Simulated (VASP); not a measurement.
# Be2CdS (P-4m2) in VASP: a series of runs

Runs on Be2CdS. Level: PBE. Tasks: relaxation of cell and atoms, single point.

Program: VASP 6.6.1. These are calculated values, not measurements. Logs are shortened: lines on timing, memory, paths and dates and some standing lists are left out, and cuts for length are marked.

**1. The cell of the first run**

Symmetry: P-4m2, No. 115, tetragonal system. Conventional cell: a = 3.772 Å, b = 3.772 Å, c = 5.391 Å, α = 90.00°, β = 90.00°, γ = 90.00°. Within 3.0 Å of Be (site symmetry 2mm) lie 2 S at 2.24 Å and 2 Cd at 2.40 Å. Cd (site symmetry -4m2) has 4 Be at 2.40 Å within 3.2 Å. Within 3.0 Å of S (site symmetry -4m2) lie 4 Be at 2.24 Å.

The cell was built from a structure type or drawn by symmetry, and may not be a known phase.

**2. Relaxation of cell and atoms, PBE**

INCAR reads:

```
ALGO = Normal ; EDIFF = 1E-6
EDIFFG = -0.04 ; ENCUT = 600
GGA = PE ; IBRION = 2
ISIF = 3 ; ISMEAR = 0
LASPH = True ; LCHARG = False
LREAL = False ; LWAVE = False
NELM = 60 ; NSW = 90
PREC = Accurate ; SIGMA = 0.1
```

KPOINTS reads:

```
k-points
0
Gamma
  4 4 4
```

POSCAR reads:

```
Be2CdS
1.0
    3.7717165000      0.0000000000      0.0000000000
    0.0000000000      3.7717165000      0.0000000000
    0.0000000000      0.0000000000      5.3906247900
Be Cd S
2 1 1
Direct
    0.5000000000      0.0000000000      0.7257360200
    0.0000000000      0.5000000000      0.2742639800
    0.0000000000      0.0000000000      0.0000000000
    0.5000000000      0.5000000000      0.5000000000
```

Potentials or basis: VASP PAW PBE potentials, release 64 (Be, Cd, S).

Started as:

```bash
> cat potpaw_PBE.64/Be/POTCAR potpaw_PBE.64/Cd/POTCAR potpaw_PBE.64/S/POTCAR > POTCAR
> mpirun -np 1 vasp_std > vasp.out
```

OUTCAR:

```text
EDIFF = 1E-6
   EDIFFG = -0.04
   ENCUT = 600
   GGA = PE
   IBRION = 2
   ISIF = 3
   ISMEAR = 0
   LASPH = True
   LREAL = False
   NELM = 60
   NSW = 90
   PREC = Accurate

 ion  position               nearest neighbor table
   1  0.500  0.000  0.726-   4 2.24   4 2.24   3 2.40   3 2.40
   2  0.000  0.500  0.274-   4 2.24   4 2.24   3 2.40   3 2.40
   3  0.000  0.000  0.000-   1 2.40   2 2.40   2 2.40   1 2.40
   4  0.500  0.500  0.500-   1 2.24   2 2.24   1 2.24   2 2.24

  LATTYP: Found a simple tetragonal cell.
 ALAT       =     3.7717165000
 C/A-ratio  =     1.4292232171

  Lattice vectors:

 A1 = (   3.7717165000,   0.0000000000,   0.0000000000)
 A2 = (   0.0000000000,   3.7717165000,   0.0000000000)
 A3 = (   0.0000000000,   0.0000000000,   5.3906247900)

Analysis of symmetry for initial positions (statically):
=====================================================================
 Subroutine PRICEL returns:
 Original cell was already a primitive cell.

 Routine SETGRP: Setting up the symmetry group for a
 simple tetragonal supercell.

 Subroutine GETGRP returns: Found  8 space group operations
 (whereof  8 operations were pure point group operations)
 out of a pool of 16 trial point group operations.

The static configuration has the point symmetry D_2d.

Analysis of symmetry for dynamics (positions and initial velocities):
=====================================================================
 Subroutine PRICEL returns:
 Original cell was already a primitive cell.

 Routine SETGRP: Setting up the symmetry group for a
 simple tetragonal supercell.

 Subroutine GETGRP returns: Found  8 space group operations
 (whereof  8 operations were pure point group operations)
 out of a pool of 16 trial point group operations.

The dynamic configuration has the point symmetry D_2d.

 Subroutine INISYM returns: Found  8 space group operations
 (whereof  8 operations are pure point group operations),
 and found     1 'primitive' translations

----------------------------------------------------------------------------------------

                                     Primitive cell

  volume of cell :      76.6862

  direct lattice vectors                    reciprocal lattice vectors
     3.771716500  0.000000000  0.000000000     0.265131274  0.000000000  0.000000000
     0.000000000  3.771716500  0.000000000     0.000000000  0.265131274  0.000000000
[... 90 lines left out ...]
   POTIM  = 0.5000    time-step for ionic-motion
   TEBEG  =    0.0;   TEEND  =   0.0 temperature during run
   PSTRESS=    0.0 pullay stress
   NELECT =      22.0000    total number of electrons
   NUPDOWN=      -1.0000    fix difference up-down
   EMIN   =  10.00;   EMAX   =-10.00  energy-range for DOS
   EFERMI =   0.00;   METHOD = LEGACY
   ISMEAR =     0;   SIGMA  =   0.10  broadening in eV -4-tet -1-fermi 0-gaus
   EFERMI_NEDOS =   21; number of points for ismear=-14 and -15
   IALGO  =     38    algorithm
   IMIX   =      4    mixing-type and parameters
     AMIX     =   0.40;   BMIX     =  1.00
     AMIX_MAG =   1.60;   BMIX_MAG =  1.00
  volume/ion in A,a.u.               =      19.17       129.38
  Fermi-wavevector in a.u.,A,eV,Ry     =   1.079717  2.040370 15.861524  1.165789
  Thomas-Fermi vector in A             =   2.215689
   LORBIT       =      0    0 simple, 1 ext, 2 COOP (PROOUT), +10 PAW based schemes
   GGA     = PE    functional components
   LHFCALC =     F    Hartree Fock is set to
   AEXX    =    0.0000 exact exchange contribution
   IVDW    =     0    specifies the selected vdW correction
   LEPSILON=     F    determine dielectric tensor
   LRPA    =     F    only Hartree local field effects (RPA)
 conjugate gradient relaxation of ions
 non-spin polarized calculation
 Gauss-broadening in eV      SIGMA  =   0.10
  energy-cutoff  :      600.00
  volume of cell :       76.69
 maximum number of plane-waves:      2598
   NGX = 15   NGY = 15   NGZ = 21

--------------------------------------- Ionic step        1  -------------------------------------------

 number of electron      22.0000000 magnetization

 Free energy of the ion-electron system (eV)
  ---------------------------------------------------
  ext. energy  EPLUGINS =         0.00000000
  ---------------------------------------------------
  free energy    TOTEN  =       -11.26729776 eV

  energy without entropy =      -11.25488119  energy(sigma->0) =      -11.26108947

------------------------ aborting loop because EDIFF is reached ----------------------------------------

  FORCE on cell =-STRESS in cart. coord.  units (eV):
  Direction    XX          YY          ZZ          XY          YZ          ZX
  --------------------------------------------------------------------------------------
  -------------------------------------------------------------------------------------
  Total       -3.0114105     -3.0114105      0.4777109      0.0000000      0.0000000     -0.0000000
  in kB      -62.9163262    -62.9163262      9.9806436      0.0000000      0.0000000     -0.0000000
  external PRESSURE =     -38.6173362 kB  Pullay stress =       0.0000000 kB
[... 95 lines left out ...]
  FREE ENERGIE OF THE ION-ELECTRON SYSTEM (eV)
  ---------------------------------------------------
  free  energy   TOTEN  =       -11.8929738835 eV

  energy  without entropy=      -11.8807989873  energy(sigma->0) =      -11.88688644

[... ionic steps 4 to 10 ...]

--------------------------------------- Ionic step       11  -------------------------------------------

 number of electron      22.0000007 magnetization

------------------------ aborting loop because EDIFF is reached ----------------------------------------
[... 71 lines left out ...]
--------------------------------------- Ionic step       13  -------------------------------------------

 number of electron      22.0000008 magnetization

 Free energy of the ion-electron system (eV)
  ---------------------------------------------------
  ext. energy  EPLUGINS =         0.00000000
  ---------------------------------------------------
  free energy    TOTEN  =       -12.50443617 eV

  energy without entropy =      -12.49789405  energy(sigma->0) =      -12.50116511

 E-fermi :   3.0434     XC(G=0):  -9.5959

 val. band max:        2.9855017511   @ k =   0.0000   0.0000   0.0000
 cond. band min:       3.0494850486   @ k =   0.2500   0.2500   0.0000
 fundamental gap:      0.0639832975
 Fermi energy:         3.0433505014

 k-point     1 :       0.0000    0.0000    0.0000
  band No.  band energies     occupation
      1     -11.6341      2.00000
      2      -5.4191      2.00000
      3      -5.1566      2.00000
      4      -4.7725      2.00000
      5      -4.7725      2.00000
      6      -4.5589      2.00000
      7      -3.1273      2.00000
      8      -2.7887      2.00000
      9       0.5245      2.00000
     10       0.5245      2.00000
     11       2.9855      1.58670
     12       6.5665      0.00000
     13       7.6274      0.00000
     14       8.2116      0.00000
[... 336 lines left out ...]
  FREE ENERGIE OF THE ION-ELECTRON SYSTEM (eV)
  ---------------------------------------------------
  free  energy   TOTEN  =       -12.5044361710 eV

  energy  without entropy=      -12.4978940541  energy(sigma->0) =      -12.50116511

 reached required accuracy - stopping structural energy minimisation
```

OSZICAR:

```text
N       E                     dE             d eps       ncg     rms          rms(c)
DAV:   1     0.119790035518E+03    0.11979E+03   -0.11206E+04   540   0.145E+03
DAV:   2    -0.505380036185E+01   -0.12484E+03   -0.12113E+03   617   0.296E+02
DAV:   3    -0.116211042987E+02   -0.65673E+01   -0.64962E+01   736   0.701E+01
[... 122 lines left out ...]
DAV:   1    -0.125050762426E+02   -0.12702E-02   -0.43825E-02   554   0.172E+00    0.136E-01
DAV:   2    -0.125046293894E+02    0.44685E-03   -0.95738E-04   652   0.306E-01    0.764E-02
DAV:   3    -0.125044511973E+02    0.17819E-03   -0.24564E-04   638   0.117E-01    0.329E-02
DAV:   4    -0.125044365246E+02    0.14673E-04   -0.35620E-05   624   0.499E-02    0.152E-02
DAV:   5    -0.125044361710E+02    0.35368E-06   -0.24913E-06   526   0.142E-02
  13 F= -.12504436E+02 E0= -.12501165E+02  d E =-.629945E-03
```

CONTCAR:

```text
Be2CdS
   1.00000000000000
     3.2106419368799006   -0.0000000000000000   -0.0000000000000000
    -0.0000000000000000    3.2106419368799006   -0.0000000000000000
     0.0000000000000000    0.0000000000000000    6.7125640583060884
  Be              Cd              S
     2     1     1
Direct
     0.5000000000000000    0.0000000000000000    0.6877155102467060
     0.0000000000000000    0.5000000000000000    0.3122844897532942
     0.0000000000000000    0.0000000000000000    0.0000000000000000
     0.5000000000000000    0.5000000000000000    0.5000000000000000

  0.00000000E+00  0.00000000E+00  0.00000000E+00
  0.00000000E+00  0.00000000E+00  0.00000000E+00
  0.00000000E+00  0.00000000E+00  0.00000000E+00
  0.00000000E+00  0.00000000E+00  0.00000000E+00
```

Wall time 3.1 min (1 thread of Intel Xeon Platinum 8375C at 2.90GHz (Ice Lake), shared host); peak memory 0.23 GiB.

What came out:

```yaml
Free_energy: -12.5044 eV
Relaxed_volume: 17.30 Å³/atom
Relaxed_cell: a = 3.211 Å, b = 3.211 Å, c = 6.713 Å, α = 90.00°, β = 90.00°, γ = 90.00°
Space_group_after_relaxing_to_0.1_Å: P-4m2 (No. 115)
Energy_gained_by_relaxing: 309.3 meV/atom
Ionic_steps: 13
Pressure_after_relaxing: 0.0 GPa
Largest_force_after_relaxing: 0.023 eV/Å
Band_gap_on_the_k_mesh: zero (bands 11 and 12 overlap by 1.97 eV)
```

Forces in eV/Å, atoms in the order of the input:
```
Be   0.000  0.000  0.023
Be   0.000  0.000 -0.023
Cd   0.000  0.000  0.000
S    0.000  0.000  0.000
```

Stress tensor (GPa, compression positive):
```
 0.06  0.00  0.00
 0.00  0.06  0.00
 0.00  0.00 -0.07
```

The path:
```csv
step,energy change (eV),largest force (eV/Å),pressure (GPa),volume (Å³)
1,0.0000,1.6024,-3.86,76.69
2,-0.4123,1.1767,-1.10,71.63
3,-0.6257,0.4425,3.63,66.66
4,-0.6339,0.1620,5.60,65.15
5,-0.8668,0.5187,3.32,67.72
6,-0.9266,1.2318,2.41,69.88
7,-1.1209,0.5629,-2.62,74.55
8,-1.1245,0.4523,-3.21,75.16
9,-1.2217,0.0179,-1.95,71.54
10,-1.2239,0.0998,-1.70,70.98
11,-1.2326,0.1691,1.06,68.28
12,-1.2365,0.0718,0.02,69.23
13,-1.2371,0.0234,0.01,69.19
```

Final structure:
```
CELL_PARAMETERS angstrom
3.21064 0.00000 0.00000
0.00000 3.21064 0.00000
0.00000 0.00000 6.71256
ATOMIC_POSITIONS crystal
Be 0.50000 0.00000 0.68772
Be 0.00000 0.50000 0.31228
Cd 0.00000 0.00000 0.00000
S 0.50000 0.50000 0.50000
```

Levels at points of the mesh, in eV from the Fermi level:
| k point | band 8 | band 9 | band 10 | band 11 | band 12 | band 13 | band 14 | band 15 |
| --- | --- | --- | --- | --- | --- | --- | --- | --- |
| (0.00, 0.00, 0.00) | -5.83 | -2.52 | -2.52 | -0.06 | 3.52 | 4.58 | 5.17 | 5.30 |
| (0.50, 0.00, 0.00) | -4.86 | -2.24 | -1.83 | -1.44 | -0.99 | 4.85 | 5.89 | 6.14 |
| (0.50, 0.50, 0.00) | -5.68 | -4.43 | -0.96 | 0.98 | 0.98 | 1.37 | 3.47 | 3.96 |
| (0.00, 0.00, 0.50) | -3.68 | -2.50 | -2.50 | -2.18 | 3.84 | 4.39 | 4.81 | 4.81 |
| (0.50, 0.00, 0.50) | -5.17 | -2.85 | -1.83 | -0.49 | 0.57 | 2.85 | 3.56 | 5.83 |
| (0.50, 0.50, 0.50) | -5.65 | -4.40 | -0.75 | 0.33 | 0.65 | 0.65 | 4.71 | 6.19 |

Caveat: the k points lie up to 0.49 Å⁻¹ apart in the final cell, too coarse for converged energies and pressures of a metal; a cell axis changed by over 15 % at a fixed basis, so the end point is rough.

**3. Relaxation of cell and atoms, PBE**

This run uses another cell than the first one, of 17.29 Å³/atom.

INCAR reads:

```
SYSTEM = Be2CdS
ALGO = Normal ; EDIFF = 1E-7
EDIFFG = -0.04 ; ENCUT = 600
GGA = PE ; IBRION = 2
ISIF = 3 ; ISMEAR = 0
LASPH = .TRUE. ; LCHARG = .FALSE.
LREAL = .FALSE. ; LWAVE = .FALSE.
NELM = 80 ; NSW = 90
PREC = Accurate ; SIGMA = 0.1
```

KPOINTS reads:

```
k-points
0
G
  6 6 4
  0 0 0
```

POSCAR reads:

```
Be2CdS
1.0
    3.2113469715      0.0000000000      0.0000000000
    0.0000000000      3.2113469715      0.0000000000
    0.0000000000      0.0000000000      6.7081060323
Be Cd S
2 1 1
Direct
    0.5000000000      0.0000000000      0.6881474111
    0.0000000000      0.5000000000      0.3118525889
    0.0000000000      0.0000000000      0.0000000000
    0.5000000000      0.5000000000      0.5000000000
```

Potentials or basis: VASP PAW PBE potentials, release 64 (Be, Cd, S).

Started as:

```bash
> cat potpaw_PBE.64/Be/POTCAR potpaw_PBE.64/Cd/POTCAR potpaw_PBE.64/S/POTCAR > POTCAR
> mpirun -np 1 vasp_std > vasp.out
```

Wall time 90 s (1 thread of Intel Xeon Platinum 8375C at 2.90GHz (Ice Lake), shared host); peak memory 0.23 GiB.

The run converged. Its results:

```
Free energy                           : -12.5162 eV
Relaxed volume                        : 17.34 Å³/atom
Relaxed cell                          : a = 3.207 Å, b = 3.207 Å, c = 6.744 Å, α = 90.00°, β = 90.00°, γ = 90.00°
Space group after relaxing (to 0.1 Å) : P-4m2 (No. 115)
Energy gained by relaxing             : 1.0 meV/atom
Ionic steps                           : 4
Pressure after relaxing               : 0.0 GPa
Largest force after relaxing          : 0.004 eV/Å
Band gap on the k mesh                : zero (bands 11 and 12 overlap by 1.87 eV)
```

Forces in eV/Å, atoms in the order of the input:
```
Be   0.000  0.000 -0.004
Be   0.000  0.000  0.004
Cd   0.000  0.000  0.000
S    0.000  0.000  0.000
```

The path:
| step | energy change (eV) | largest force (eV/Å) | pressure (GPa) | volume (Å³) |
| --- | --- | --- | --- | --- |
| 1 | 0.0000 | 0.1797 | -0.09 | 69.18 |
| 2 | -0.0027 | 0.0888 | 0.10 | 69.08 |
| 3 | -0.0035 | 0.0044 | 0.29 | 68.99 |
| 4 | -0.0038 | 0.0038 | -0.02 | 69.34 |

Final structure:
```
CELL_PARAMETERS angstrom
3.20668 0.00000 0.00000
0.00000 3.20668 0.00000
0.00000 0.00000 6.74376
ATOMIC_POSITIONS crystal
Be 0.50000 0.00000 0.68539
Be 0.00000 0.50000 0.31461
Cd 0.00000 0.00000 0.00000
S 0.50000 0.50000 0.50000
```

Levels at points of the mesh, in eV from the Fermi level:
```csv
k point,band 9,band 10,band 11,band 12,band 13,band 14
"(0.00, 0.00, 0.00)",-2.60,-2.60,-0.22,3.44,4.53,4.89
"(0.50, 0.00, 0.00)",-2.42,-1.91,-1.64,-1.07,4.66,5.74
"(0.50, 0.50, 0.00)",-4.53,-1.05,0.80,0.80,1.31,3.28
"(0.00, 0.00, 0.50)",-2.58,-2.58,-2.34,3.78,4.31,4.75
"(0.50, 0.00, 0.50)",-3.01,-1.91,-0.70,0.46,2.66,3.38
"(0.50, 0.50, 0.50)",-4.51,-0.81,0.23,0.49,0.49,4.61
```

(Continued in part 2 of 2.)
